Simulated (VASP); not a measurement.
# AlNi3 (Fm-3m) in VASP: notebook

Runs on AlNi3. Level: PBEsol. Tasks: single point.

All numbers are computed with VASP 6.6.1; they aren't measurements. Logs are shortened: lines on timing, memory, paths and dates and some standing lists are left out, and cuts for length are marked.

## Step 1: The cell of the first run

It takes space group Fm-3m (No. 225, cubic). The conventional cell has a = 5.707 Å, b = 5.707 Å, c = 5.707 Å, α = 90.00°, β = 90.00°, γ = 90.00°. Al (site symmetry m-3m) has 14 Ni at 2.47 to 2.85 Å within 3.3 Å. Ni (site symmetry -43m) has 4 Al at 2.47 Å and 10 Ni at 2.47 to 2.85 Å within 3.3 Å. Ni (site symmetry m-3m) has 8 Ni at 2.47 Å and 6 Al at 2.85 Å within 3.3 Å.

## Step 2: Single point, PBEsol (11.61 Å³/atom)

The input, INCAR:

```
SYSTEM = AlNi3
PREC = Accurate
ENCUT = 520
EDIFF = 1E-6
ISMEAR = 0
SIGMA = 0.1
LREAL = .False.
LASPH = .True.
NELM = 60
ALGO = Normal
ISIF = 2
LWAVE = .False.
LCHARG = .False.
GGA = PS
NBANDS = 24
```

The input, KPOINTS:

```
Automatic mesh
0
Gamma
  14 14 14
  0 0 0
```

The input, POSCAR:

```
AlNi3
1.0
    0.0000000000      2.8532925427      2.8532925427
    2.8532925427      0.0000000000      2.8532925427
    2.8532925427      2.8532925427      0.0000000000
Al Ni
1 3
Direct
    0.5000000000      0.5000000000      0.5000000000
    0.2500000000      0.2500000000      0.2500000000
    0.0000000000      0.0000000000      0.0000000000
    0.7500000000      0.7500000000      0.7500000000
```

Potentials or basis: VASP PAW PBE potentials, release 64 (Al, Ni).

Command:

```bash
$ cat potpaw_PBE.64/Al/POTCAR potpaw_PBE.64/Ni/POTCAR > POTCAR
$ mpirun -np 1 vasp_std > vasp.out
```

OUTCAR:

```text
SYSTEM = AlNi3
   PREC = Accurate
   ENCUT = 520
   EDIFF = 1E-6
   ISMEAR = 0
   LREAL = .False.
   LASPH = .True.
   NELM = 60
   ISIF = 2
   GGA = PS

 ion  position               nearest neighbor table
   1  0.500  0.500  0.500-   2 2.47   2 2.47   2 2.47   2 2.47   4 2.47   4 2.47   4 2.47   4 2.47
                             3 2.85   3 2.85   3 2.85   3 2.85   3 2.85   3 2.85
   2  0.250  0.250  0.250-   3 2.47   3 2.47   3 2.47   1 2.47   3 2.47   1 2.47   1 2.47   1 2.47
                             4 2.85   4 2.85   4 2.85   4 2.85   4 2.85   4 2.85
   3  0.000  0.000  0.000-   4 2.47   4 2.47   4 2.47   2 2.47   4 2.47   2 2.47   2 2.47   2 2.47
                             1 2.85   1 2.85   1 2.85   1 2.85   1 2.85   1 2.85
   4  0.750  0.750  0.750-   1 2.47   1 2.47   1 2.47   1 2.47   3 2.47   3 2.47   3 2.47   3 2.47
                             2 2.85   2 2.85   2 2.85   2 2.85   2 2.85   2 2.85

  LATTYP: Found a face centered cubic cell.
 ALAT       =     5.7065850854

  Lattice vectors:

 A1 = (   0.0000000000,   2.8532925427,   2.8532925427)
 A2 = (   2.8532925427,   0.0000000000,   2.8532925427)
 A3 = (   2.8532925427,   2.8532925427,   0.0000000000)

Analysis of symmetry for initial positions (statically):
=====================================================================
 Subroutine PRICEL returns:
 Original cell was already a primitive cell.

 Routine SETGRP: Setting up the symmetry group for a
 face centered cubic supercell.

 Subroutine GETGRP returns: Found 48 space group operations
 (whereof 48 operations were pure point group operations)
 out of a pool of 48 trial point group operations.

The static configuration has the point symmetry O_h .

Analysis of symmetry for dynamics (positions and initial velocities):
=====================================================================
 Subroutine PRICEL returns:
 Original cell was already a primitive cell.

 Routine SETGRP: Setting up the symmetry group for a
 face centered cubic supercell.

 Subroutine GETGRP returns: Found 48 space group operations
 (whereof 48 operations were pure point group operations)
 out of a pool of 48 trial point group operations.

The dynamic configuration has the point symmetry O_h .

 Subroutine INISYM returns: Found 48 space group operations
 (whereof 48 operations are pure point group operations),
 and found     1 'primitive' translations

----------------------------------------------------------------------------------------

                                     Primitive cell

  volume of cell :      46.4589

  direct lattice vectors                    reciprocal lattice vectors
     0.000000000  2.853292543  2.853292543    -0.175236150  0.175236150  0.175236150
     2.853292543  0.000000000  2.853292543     0.175236150 -0.175236150  0.175236150
     2.853292543  2.853292543  0.000000000     0.175236150  0.175236150 -0.175236150

  length of vectors
     4.035165011  4.035165011  4.035165011     0.303517915  0.303517915  0.303517915

  position of ions in fractional coordinates (direct lattice)
     0.500000000  0.500000000  0.500000000
     0.250000000  0.250000000  0.250000000
     0.000000000  0.000000000  0.000000000
     0.750000000  0.750000000  0.750000000

  ion indices of the primitive-cell ions
   primitive index   ion index
                 1           1
                 2           2
                 3           3
                 4           4

----------------------------------------------------------------------------------------

 KPOINTS: Automatic mesh

Automatic generation of k-mesh.
 Grid dimensions read from file:
 generate k-points for:   14   14   14

 Generating k-lattice:

  Cartesian coordinates                     Fractional coordinates (reciprocal lattice)
    -0.012516868  0.012516868  0.012516868     0.071428571  0.000000000  0.000000000
     0.012516868 -0.012516868  0.012516868     0.000000000  0.071428571  0.000000000
     0.012516868  0.012516868 -0.012516868     0.000000000  0.000000000  0.071428571

  Length of vectors
     0.021679851  0.021679851  0.021679851

  Shift w.r.t. Gamma in fractional coordinates (k-lattice)
     0.000000000  0.000000000  0.000000000

 Subroutine IBZKPT returns following result:
 ===========================================

 Found    104 irreducible k-points:

 Following reciprocal coordinates:
            Coordinates               Weight
  0.000000  0.000000  0.000000      1.000000
  0.071429  0.000000  0.000000      8.000000
  0.142857  0.000000  0.000000      8.000000
  0.214286  0.000000  0.000000      8.000000
  0.285714  0.000000  0.000000      8.000000
  0.357143  0.000000  0.000000      8.000000
[... 16 lines left out ...]
  0.214286  0.142857  0.000000     24.000000
  0.285714  0.142857  0.000000     24.000000
 [... further k-points ...]
   k-points           NKPTS =    104   k-points in BZ     NKDIM =    104   number of bands    NBANDS=     24
   number of dos      NEDOS =    301   number of ions     NIONS =      4
   total plane-waves  NPLWV =  27000
   dimension x,y,z NGX =    30 NGY =   30 NGZ =   30
   dimension x,y,z NGXF=    60 NGYF=   60 NGZF=   60
   ions per type =               1   3
   NGX,Y,Z   is equivalent  to a cutoff of  12.36, 12.36, 12.36 a.u.
   NGXF,Y,Z  is equivalent  to a cutoff of  24.72, 24.72, 24.72 a.u.
 SYSTEM =  AlNi3
   PREC   = accura    normal or accurate (medium, high low for compatibility)
   ISTART =      0    job   : 0-new  1-cont  2-samecut
   ICHARG =      2    charge: 1-file 2-atom 10-const
   ISPIN  =      1    spin polarized calculation?
   LNONCOLLINEAR =      F non collinear calculations
   LSORBIT =      F    spin-orbit coupling
   LASPH  =      T    aspherical Exc in radial PAW
   ENCUT  =  520.0 eV  38.22 Ry    6.18 a.u.   7.50  7.50  7.50*2*pi/ulx,y,z
   NELM   =     60;   NELMIN=  2; NELMDL= -5     # of ELM steps
   EDIFF  = 0.1E-05   stopping-criterion for ELM
   LREAL  =      F    real-space projection
[... 7 lines left out ...]
   TEBEG  =    0.0;   TEEND  =   0.0 temperature during run
   PSTRESS=    0.0 pullay stress
   NELECT =      33.0000    total number of electrons
   NUPDOWN=      -1.0000    fix difference up-down
   EMIN   =  10.00;   EMAX   =-10.00  energy-range for DOS
   EFERMI =   0.00;   METHOD = LEGACY
   ISMEAR =     0;   SIGMA  =   0.10  broadening in eV -4-tet -1-fermi 0-gaus
   EFERMI_NEDOS =   21; number of points for ismear=-14 and -15
   IALGO  =     38    algorithm
   IMIX   =      4    mixing-type and parameters
     AMIX     =   0.40;   BMIX     =  1.00
     AMIX_MAG =   1.60;   BMIX_MAG =  1.00
  volume/ion in A,a.u.               =      11.61        78.38
  Fermi-wavevector in a.u.,A,eV,Ry     =   1.460685  2.760294 29.029392  2.133600
  Thomas-Fermi vector in A             =   2.577105
   LORBIT       =      0    0 simple, 1 ext, 2 COOP (PROOUT), +10 PAW based schemes
   GGA     = PS    functional components
   LHFCALC =     F    Hartree Fock is set to
   AEXX    =    0.0000 exact exchange contribution
   IVDW    =     0    specifies the selected vdW correction
   LEPSILON=     F    determine dielectric tensor
   LRPA    =     F    only Hartree local field effects (RPA)
 non-spin polarized calculation
 Gauss-broadening in eV      SIGMA  =   0.10
  energy-cutoff  :      520.00
  volume of cell :       46.46
 maximum number of plane-waves:      1268
   NGX = 15   NGY = 15   NGZ = 15

 number of electron      32.9999971 magnetization

 Free energy of the ion-electron system (eV)
  ---------------------------------------------------
  ext. energy  EPLUGINS =         0.00000000
  ---------------------------------------------------
  free energy    TOTEN  =       -23.99006809 eV

  energy without entropy =      -23.97575118  energy(sigma->0) =      -23.98290964

 E-fermi :   9.0586     XC(G=0): -12.6691

 val. band max:        9.0480520129   @ k =  -0.2857   0.5000   0.2143
 cond. band min:       9.0756345698   @ k =   0.5000   0.4286   0.0000
 fundamental gap:      0.0275825569
 Fermi energy:         9.0585601828

 k-point     1 :       0.0000    0.0000    0.0000
  band No.  band energies     occupation
      1      -0.7634      2.00000
      2       5.7394      2.00000
      3       5.7394      2.00000
      4       5.8215      2.00000
      5       5.8215      2.00000
      6       5.8215      2.00000
[... 16 lines left out ...]
     23      15.6898      0.00000
     24      17.4578      0.00000

 k-point     2 :       0.0714    0.0000    0.0000
  band No.  band energies     occupation
      1      -0.6904      2.00000
      2       5.6943      2.00000
      3       5.6943      2.00000
      4       5.7799      2.00000
      5       5.9046      2.00000
      6       5.9046      2.00000
[... 16 lines left out ...]
     23      16.1344      0.00000
     24      17.2697      0.00000

 k-point     3 :       0.1429    0.0000    0.0000
  band No.  band energies     occupation
      1      -0.4726      2.00000
      2       5.6525      2.00000
      3       5.6608      2.00000
      4       5.6608      2.00000
      5       6.0468      2.00000
      6       6.0468      2.00000
[... 16 lines left out ...]
     23      16.6290      0.00000
     24      17.0963      0.00000
[... 514 lines left out ...]
 k-point    23 :       0.2143    0.1429    0.0000
  band No.  band energies     occupation
      1      -0.1142      2.00000
      2       5.1994      2.00000
      3       5.8980      2.00000
      4       5.9094      2.00000
      5       6.0921      2.00000
      6       6.1367      2.00000
[... 16 lines left out ...]
     23      16.5382      0.00000
     24      18.2160      0.00000

 k-point    24 :       0.2857    0.1429    0.0000
  band No.  band energies     occupation
      1       0.2841      2.00000
      2       5.0241      2.00000
      3       5.7881      2.00000
      4       5.9180      2.00000
      5       6.2424      2.00000
      6       6.2528      2.00000
[... 16 lines left out ...]
     23      16.5124      0.00000
     24      18.3646      0.00000

 [... further k-points ...]

------------------------ aborting loop because EDIFF is reached ----------------------------------------

  FORCE on cell =-STRESS in cart. coord.  units (eV):
  Direction    XX          YY          ZZ          XY          YZ          ZX
  --------------------------------------------------------------------------------------
  -------------------------------------------------------------------------------------
  Total       -2.9124917     -2.9124917     -2.9124917      0.0000000     -0.0000000      0.0000000
  in kB     -100.4399233   -100.4399233   -100.4399233      0.0000000     -0.0000000      0.0000000
  external PRESSURE =    -100.4399233 kB  Pullay stress =       0.0000000 kB

 VOLUME and BASIS-vectors are now :
 -----------------------------------------------------------------------------
  energy-cutoff  :      520.00
  volume of cell :       46.46
      direct lattice vectors                 reciprocal lattice vectors
     0.000000000  2.853292543  2.853292543    -0.175236150  0.175236150  0.175236150
     2.853292543  0.000000000  2.853292543     0.175236150 -0.175236150  0.175236150
     2.853292543  2.853292543  0.000000000     0.175236150  0.175236150 -0.175236150

 POSITION                                       TOTAL-FORCE (eV/Angst)
 -----------------------------------------------------------------------------------
      2.85329      2.85329      2.85329         0.000000      0.000000      0.000000
      1.42665      1.42665      1.42665        -0.000000      0.000000      0.000000
      0.00000      0.00000      0.00000         0.000000      0.000000      0.000000
      4.27994      4.27994      4.27994        -0.000000     -0.000000     -0.000000
 -----------------------------------------------------------------------------------
    total drift:                                0.000000     -0.000000      0.000000

  FREE ENERGIE OF THE ION-ELECTRON SYSTEM (eV)
  ---------------------------------------------------
  free  energy   TOTEN  =       -23.9900680938 eV

  energy  without entropy=      -23.9757511826  energy(sigma->0) =      -23.98290964
```

Wall time 55 s (1 thread of Intel Xeon 6975P-C (Granite Rapids), shared host); peak memory 0.23 GiB.

What came out:

```
Free energy            : -23.9901 eV
Pressure               : -10.0 GPa
Band gap on the k mesh : zero (an odd number of electrons rules out a gap without spin polarisation)
```

Caveat: the cell stands under tension; the PAW data sets were made with another functional, which shifts forces and pressure a little.

## Step 3: Single point, PBEsol (12.05 Å³/atom)

This run uses another cell than the first one, of 12.05 Å³/atom.

The input, INCAR:

```
SYSTEM = AlNi3
PREC     = Accurate       ! precision mode
ENCUT    = 520            ! plane-wave cutoff, eV
EDIFF    = 1E-6           ! SCF threshold, eV
ISMEAR   = 0              ! smearing method
SIGMA    = 0.1            ! smearing width, eV
LREAL    = .FALSE.        ! projectors in reciprocal space
LASPH    = .TRUE.         ! aspherical terms in the spheres
NELM     = 60             ! most SCF steps
ALGO     = Fast           ! electronic algorithm
ISIF     = 2              ! what is computed and relaxed
LWAVE    = .FALSE.        ! write WAVECAR
LCHARG   = .FALSE.        ! write CHGCAR
GGA      = PS             ! functional
NBANDS   = 24             ! bands
```

The input, KPOINTS:

```
regular mesh
0
G
  14 14 14
  0 0 0
```

The input, POSCAR:

```
AlNi3
1.0
    0.0000000000      2.8887407951      2.8887407951
    2.8887407951      0.0000000000      2.8887407951
    2.8887407951      2.8887407951      0.0000000000
Al Ni
1 3
Direct
    0.5000000000      0.5000000000      0.5000000000
    0.2500000000      0.2500000000      0.2500000000
    0.0000000000      0.0000000000      0.0000000000
    0.7500000000      0.7500000000      0.7500000000
```

Potentials or basis: VASP PAW PBE potentials, release 64 (Al, Ni).

Command:

```bash
$ cat potpaw_PBE.64/Al/POTCAR potpaw_PBE.64/Ni/POTCAR > POTCAR
$ mpirun -np 1 vasp_std > vasp.out
```

Wall time 66 s (1 thread of Intel Xeon 6975P-C (Granite Rapids), shared host); peak memory 0.23 GiB.

Results (log left out):

```yaml
Free_energy: -23.8507 eV
Pressure: -15.2 GPa
Band_gap_on_the_k_mesh: zero (an odd number of electrons rules out a gap without spin polarisation)
```

Levels at points of the mesh, in eV from the Fermi level:
| k point | band 14 | band 15 | band 16 | band 17 | band 18 | band 19 |
| --- | --- | --- | --- | --- | --- | --- |
| (0.00, 0.00, 0.00) | -0.50 | -0.45 | -0.45 | 5.18 | 5.18 | 5.18 |
| (0.50, 0.00, 0.00) | -0.56 | -0.42 | -0.42 | -0.13 | 4.13 | 4.13 |
| (0.50, 0.50, 0.00) | -0.66 | -0.52 | -0.34 | -0.31 | -0.31 | -0.05 |

Caveat: the cell stands under tension; the PAW data sets were made with another functional, which shifts forces and pressure a little. Spin polarisation is off, so any magnetic state and its effect on volume and gap are missing.

The gap in the log of VASP goes by the Fermi energy; the results here count the filled bands.